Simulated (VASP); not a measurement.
# Cr (Pm-3m) in VASP: a series of runs

Runs on Cr. Level: RPBE. Tasks: single point.

Program: VASP 6.6.1. These are calculated values, not measurements. Logs are shortened: lines on timing, memory, paths and dates and some standing lists are left out, and cuts for length are marked.

### 1 The cell of the first run

Symmetry: Pm-3m, No. 221, cubic system. The conventional cell has a = 2.356 Å, b = 2.356 Å, c = 2.356 Å, α = 90.00°, β = 90.00°, γ = 90.00°. Within 3.1 Å of Cr (site symmetry m-3m) lie 6 Cr at 2.36 Å.

### 2 Single point, RPBE, collinear spin, ferromagnetic start

File INCAR:

```
PREC = Accurate
ENCUT = 520
EDIFF = 1E-7
ISMEAR = -1
SIGMA = 0.05
LREAL = F
LASPH = T
NELM = 150
ALGO = Normal
ISIF = 2
LWAVE = F
LCHARG = F
ISPIN = 2
MAGMOM = 1.5
LORBIT = 11
LMAXMIX = 4
GGA = RP
NBANDS = 16
```

File KPOINTS:

```
Automatic mesh
0
Gamma
  15 15 15
```

File POSCAR:

```
Cr
1.0
    2.3559356332      0.0000000000      0.0000000000
    0.0000000000      2.3559356332      0.0000000000
    0.0000000000      0.0000000000      2.3559356332
Cr
1
Direct
    0.0000000000      0.0000000000      0.0000000000
```

Potentials or basis: VASP PAW PBE potentials, release 64 (Cr_pv).

The run is started by

```sh
> cat potpaw_PBE.64/Cr_pv/POTCAR > POTCAR
> mpirun -np 1 vasp_std > vasp.out
```

OUTCAR:

```text
PREC = Accurate
   ENCUT = 520
   EDIFF = 1E-7
   ISMEAR = -1
   LREAL = F
   LASPH = T
   NELM = 150
   ISIF = 2
   ISPIN = 2
   LORBIT = 11
   GGA = RP

 ion  position               nearest neighbor table
   1  0.000  0.000  0.000-

  LATTYP: Found a simple cubic cell.
 ALAT       =     2.3559356332

  Lattice vectors:

 A1 = (   2.3559356332,   0.0000000000,   0.0000000000)
 A2 = (   0.0000000000,   2.3559356332,   0.0000000000)
 A3 = (   0.0000000000,   0.0000000000,   2.3559356332)

Analysis of symmetry for initial positions (statically):
=====================================================================
 Subroutine PRICEL returns:
 Original cell was already a primitive cell.

 Routine SETGRP: Setting up the symmetry group for a
 simple cubic supercell.

 Subroutine GETGRP returns: Found 48 space group operations
 (whereof 48 operations were pure point group operations)
 out of a pool of 48 trial point group operations.

The static configuration has the point symmetry O_h .

Analysis of symmetry for dynamics (positions and initial velocities):
=====================================================================
 Subroutine PRICEL returns:
 Original cell was already a primitive cell.

 Routine SETGRP: Setting up the symmetry group for a
 simple cubic supercell.

 Subroutine GETGRP returns: Found 48 space group operations
 (whereof 48 operations were pure point group operations)
 out of a pool of 48 trial point group operations.

The dynamic configuration has the point symmetry O_h .

Analysis of structural, dynamic, and magnetic symmetry:
=====================================================================
 Subroutine PRICEL returns:
 Original cell was already a primitive cell.

 Routine SETGRP: Setting up the symmetry group for a
 simple cubic supercell.

 Subroutine GETGRP returns: Found 48 space group operations
 (whereof 48 operations were pure point group operations)
 out of a pool of 48 trial point group operations.

The overall configuration has the point symmetry O_h .

 Subroutine INISYM returns: Found 48 space group operations
 (whereof 48 operations are pure point group operations),
 and found     1 'primitive' translations

----------------------------------------------------------------------------------------

                                     Primitive cell

  volume of cell :      13.0765

  direct lattice vectors                    reciprocal lattice vectors
     2.355935633  0.000000000  0.000000000     0.424459814  0.000000000  0.000000000
     0.000000000  2.355935633  0.000000000     0.000000000  0.424459814  0.000000000
     0.000000000  0.000000000  2.355935633     0.000000000  0.000000000  0.424459814

  length of vectors
     2.355935633  2.355935633  2.355935633     0.424459814  0.424459814  0.424459814

  position of ions in fractional coordinates (direct lattice)
     0.000000000  0.000000000  0.000000000

  ion indices of the primitive-cell ions
   primitive index   ion index
                 1           1

----------------------------------------------------------------------------------------

 KPOINTS: Automatic mesh

Automatic generation of k-mesh.
 Grid dimensions read from file:
 generate k-points for:   15   15   15

 Generating k-lattice:

  Cartesian coordinates                     Fractional coordinates (reciprocal lattice)
     0.028297321  0.000000000  0.000000000     0.066666667  0.000000000  0.000000000
     0.000000000  0.028297321  0.000000000     0.000000000  0.066666667  0.000000000
     0.000000000  0.000000000  0.028297321     0.000000000  0.000000000  0.066666667

  Length of vectors
     0.028297321  0.028297321  0.028297321

  Shift w.r.t. Gamma in fractional coordinates (k-lattice)
     0.000000000  0.000000000  0.000000000

 Subroutine IBZKPT returns following result:
 ===========================================

 Found    120 irreducible k-points:

 Following reciprocal coordinates:
            Coordinates               Weight
  0.000000  0.000000  0.000000      1.000000
  0.066667  0.000000  0.000000      6.000000
  0.133333  0.000000  0.000000      6.000000
  0.200000  0.000000  0.000000      6.000000
  0.266667  0.000000  0.000000      6.000000
  0.333333  0.000000  0.000000      6.000000
[... 16 lines left out ...]
  0.266667  0.200000  0.000000     24.000000
  0.333333  0.200000  0.000000     24.000000
 [... further k-points ...]
   k-points           NKPTS =    120   k-points in BZ     NKDIM =    120   number of bands    NBANDS=     16
   number of dos      NEDOS =    301   number of ions     NIONS =      1
   total plane-waves  NPLWV =   5832
   dimension x,y,z NGX =    18 NGY =   18 NGZ =   18
   dimension x,y,z NGXF=    36 NGYF=   36 NGZF=   36
   ions per type =               1
   NGX,Y,Z   is equivalent  to a cutoff of  12.70, 12.70, 12.70 a.u.
   NGXF,Y,Z  is equivalent  to a cutoff of  25.40, 25.40, 25.40 a.u.
 SYSTEM =  unknown system
   PREC   = accura    normal or accurate (medium, high low for compatibility)
   ISTART =      0    job   : 0-new  1-cont  2-samecut
   ICHARG =      2    charge: 1-file 2-atom 10-const
   ISPIN  =      2    spin polarized calculation?
   LNONCOLLINEAR =      F non collinear calculations
   LSORBIT =      F    spin-orbit coupling
   LASPH  =      T    aspherical Exc in radial PAW
   ENCUT  =  520.0 eV  38.22 Ry    6.18 a.u.   4.38  4.38  4.38*2*pi/ulx,y,z
   NELM   =    150;   NELMIN=  2; NELMDL= -5     # of ELM steps
   EDIFF  = 0.1E-06   stopping-criterion for ELM
   LREAL  =      F    real-space projection
   EDIFFG = 0.1E-05   stopping-criterion for IOM
   NSW    =      0    number of steps for IOM
   IBRION =     -1    ionic relax: 0-MD 1-quasi-New 2-CG
   NFREE  =      0    steps in history (QN), initial steepest desc. (CG)
   ISIF   =      2    stress and relaxation
   ISYM   =      2    0-nonsym 1-usesym 2-fastsym
   POTIM  = 0.5000    time-step for ionic-motion
   TEBEG  =    0.0;   TEEND  =   0.0 temperature during run
   PSTRESS=    0.0 pullay stress
   NELECT =      12.0000    total number of electrons
   NUPDOWN=      -1.0000    fix difference up-down
   EMIN   =  10.00;   EMAX   =-10.00  energy-range for DOS
   EFERMI =   0.00;   METHOD = LEGACY
   ISMEAR =    -1;   SIGMA  =   0.05  broadening in eV -4-tet -1-fermi 0-gaus
   EFERMI_NEDOS =   21; number of points for ismear=-14 and -15
   IALGO  =     38    algorithm
   IMIX   =      4    mixing-type and parameters
     AMIX     =   0.40;   BMIX     =  1.00
     AMIX_MAG =   1.60;   BMIX_MAG =  1.00
  volume/ion in A,a.u.               =      13.08        88.24
  Fermi-wavevector in a.u.,A,eV,Ry     =   1.590884  3.006335 34.435143  2.530912
  Thomas-Fermi vector in A             =   2.689510
   LORBIT       =     11    0 simple, 1 ext, 2 COOP (PROOUT), +10 PAW based schemes
   GGA     = RP    functional components
   LHFCALC =     F    Hartree Fock is set to
   AEXX    =    0.0000 exact exchange contribution
   IVDW    =     0    specifies the selected vdW correction
   LEPSILON=     F    determine dielectric tensor
   LRPA    =     F    only Hartree local field effects (RPA)
 spin polarized calculation
  energy-cutoff  :      520.00
  volume of cell :       13.08
 maximum number of plane-waves:       365
 NGX is ok and might be reduce to    18
   NGX =  9   NGY =  9   NGZ =  9

 number of electron      12.0000016 magnetization       0.0006380

 number of electron      12.0000016 magnetization      -0.0002610

 Free energy of the ion-electron system (eV)
  ---------------------------------------------------
  ext. energy  EPLUGINS =         0.00000000
  ---------------------------------------------------
  free energy    TOTEN  =        -7.97649725 eV

  energy without entropy =       -7.95945859  energy(sigma->0) =       -7.96797792

 E-fermi :   9.4750     XC(G=0): -12.7244

 val. band max:        9.4742291472   @ k =   0.4667   0.4667   0.1333
 cond. band min:       9.4837657925   @ k =   0.4667   0.2667   0.0667
 fundamental gap:      0.0095366453
 Fermi energy:         9.4749669824

 spin component 1

 k-point     1 :       0.0000    0.0000    0.0000
  band No.  band energies     occupation
      1     -33.1232      1.00000
      2     -33.1232      1.00000
      3     -33.1232      1.00000
      4       2.2207      1.00000
      5       6.4095      1.00000
      6       6.4095      1.00000
[... 8 lines left out ...]
     15      33.5750      0.00000
     16      37.4637      0.00000

 k-point     2 :       0.0667    0.0000    0.0000
  band No.  band energies     occupation
      1     -33.1664      1.00000
      2     -33.1195      1.00000
      3     -33.1195      1.00000
      4       2.3602      1.00000
      5       6.4393      1.00000
      6       6.5083      1.00000
[... 8 lines left out ...]
     15      34.3944      0.00000
     16      38.1678      0.00000
[... 387 lines left out ...]
      5       7.2670      1.00000
      6       8.3043      1.00000
[... 8 lines left out ...]
     15      37.0666      0.00000
     16      42.5113      0.00000

 k-point    24 :       0.3333    0.2000    0.0000
  band No.  band energies     occupation
      1     -33.8074      1.00000
      2     -33.3847      1.00000
      3     -33.0312      1.00000
      4       5.7145      1.00000
      5       7.3494      1.00000
      6       8.5372      1.00000
[... 8 lines left out ...]
     15      35.5115      0.00000
     16      41.9824      0.00000

 [... further k-points ...]

 spin component 2

 k-point     1 :       0.0000    0.0000    0.0000
  band No.  band energies     occupation
      1     -33.1234      1.00000
      2     -33.1234      1.00000
      3     -33.1234      1.00000
      4       2.2206      1.00000
      5       6.4092      1.00000
      6       6.4092      1.00000
[... 8 lines left out ...]
     15      33.5748      0.00000
     16      37.4637      0.00000

 k-point     2 :       0.0667    0.0000    0.0000
  band No.  band energies     occupation
      1     -33.1666      1.00000
      2     -33.1198      1.00000
      3     -33.1198      1.00000
      4       2.3601      1.00000
      5       6.4391      1.00000
      6       6.5081      1.00000
[... 8 lines left out ...]
     15      34.3942      0.00000
     16      38.1677      0.00000
[... 387 lines left out ...]
      5       7.2668      1.00000
      6       8.3041      1.00000
[... 8 lines left out ...]
     15      37.0665      0.00000
     16      42.5112      0.00000

 k-point    24 :       0.3333    0.2000    0.0000
  band No.  band energies     occupation
      1     -33.8076      1.00000
      2     -33.3850      1.00000
      3     -33.0314      1.00000
      4       5.7144      1.00000
      5       7.3492      1.00000
      6       8.5369      1.00000
[... 8 lines left out ...]
     15      35.5114      0.00000
     16      41.9823      0.00000

 [... further k-points ...]
[... 5 lines left out ...]
  --------------------------------------------------------------------------------------
  -------------------------------------------------------------------------------------
  Total        0.0673268      0.0673268      0.0673268      0.0000000     -0.0000000      0.0000000
  in kB        8.2491285      8.2491285      8.2491285      0.0000000     -0.0000000      0.0000000
  external PRESSURE =       8.2491285 kB  Pullay stress =       0.0000000 kB

 VOLUME and BASIS-vectors are now :
 -----------------------------------------------------------------------------
  energy-cutoff  :      520.00
  volume of cell :       13.08
      direct lattice vectors                 reciprocal lattice vectors
     2.355935633  0.000000000  0.000000000     0.424459814  0.000000000  0.000000000
     0.000000000  2.355935633  0.000000000     0.000000000  0.424459814  0.000000000
     0.000000000  0.000000000  2.355935633     0.000000000  0.000000000  0.424459814

 POSITION                                       TOTAL-FORCE (eV/Angst)
 -----------------------------------------------------------------------------------
      0.00000      0.00000      0.00000         0.000000      0.000000      0.000000
 -----------------------------------------------------------------------------------
    total drift:                                0.000000      0.000000      0.000000

  FREE ENERGIE OF THE ION-ELECTRON SYSTEM (eV)
  ---------------------------------------------------
  free  energy   TOTEN  =        -7.9764972491 eV

  energy  without entropy=       -7.9594585947  energy(sigma->0) =       -7.96797792

 total charge

# of ion       s       p       d       tot
------------------------------------------
    1        0.450   6.290   4.309  11.049

 magnetization (x)

# of ion       s       p       d       tot
------------------------------------------
    1       -0.000  -0.000  -0.000  -0.000
```

Wall time 91 s (1 thread of Intel Xeon 8259CL, shared host); peak memory 0.15 GiB.

What came out:

```
Free energy                                           : -7.9765 eV
Pressure                                              : 0.8 GPa
Band gap on the k mesh                                : zero (filled and empty bands overlap)
Net moment                                            : 0.00 μB per cell
Valence electrons inside the program's atomic spheres : Cr 11.05
```

Caveat: the starting moments collapsed, and a magnetic state may lie lower; the PAW data sets were made with another functional, which shifts forces and pressure a little.

### 3 Single point, RPBE, collinear spin, ferromagnetic start (volume scaled by 1.04)

File INCAR:

```
ALGO = Normal
EDIFF = 1E-7
ENCUT = 520
GGA = RP
ISIF = 2
ISMEAR = -1
ISPIN = 2
LASPH = T
LCHARG = T
LELF = T
LMAXMIX = 4
LORBIT = 11
LREAL = F
LVHAR = T
LWAVE = F
MAGMOM = 1.5
NBANDS = 16
NELM = 150
PREC = Accurate
SIGMA = 0.05
```

File KPOINTS:

```
k-points
0
Gamma
  15 15 15
```

File POSCAR:

```
Cr
1.0
    2.3869383416      0.0000000000      0.0000000000
    0.0000000000      2.3869383416      0.0000000000
    0.0000000000      0.0000000000      2.3869383416
Cr
1
Direct
    0.0000000000      0.0000000000      0.0000000000
```

Potentials or basis: VASP PAW PBE potentials, release 64 (Cr_pv).

The run is started by

```sh
> cat potpaw_PBE.64/Cr_pv/POTCAR > POTCAR
> mpirun -np 1 vasp_std > vasp.out
```

Wall time 96 s (1 thread of Intel Xeon 8259CL, shared host); peak memory 0.15 GiB.

It converged, with:

```yaml
Free_energy: -7.9685 eV
Pressure: -5.7 GPa
Band_gap_on_the_k_mesh: zero (filled and empty bands overlap)
Net_moment: 0.00 μB per cell
Valence_electrons_inside_the_program's_atomic_spheres: Cr 10.98
```

Levels at points of the mesh, in eV from the Fermi level:
Spin up:
| k point | band 4 | band 5 | band 6 | band 7 | band 8 | band 9 |
| --- | --- | --- | --- | --- | --- | --- |
| (0.00, 0.00, 0.00) | -7.10 | -2.91 | -2.91 | 2.30 | 2.30 | 2.30 |
Spin down:
| k point | band 2 | band 3 | band 4 | band 5 | band 6 | band 7 | band 8 | band 9 | band 10 | band 11 |
| --- | --- | --- | --- | --- | --- | --- | --- | --- | --- | --- |
| (0.00, 0.00, 0.00) | -42.65 | -42.65 | -7.10 | -2.91 | -2.91 | 2.30 | 2.30 | 2.30 | 7.56 | 18.90 |

Caveat: the starting moments collapsed, and a magnetic state may lie lower; the PAW data sets were made with another functional, which shifts forces and pressure a little.
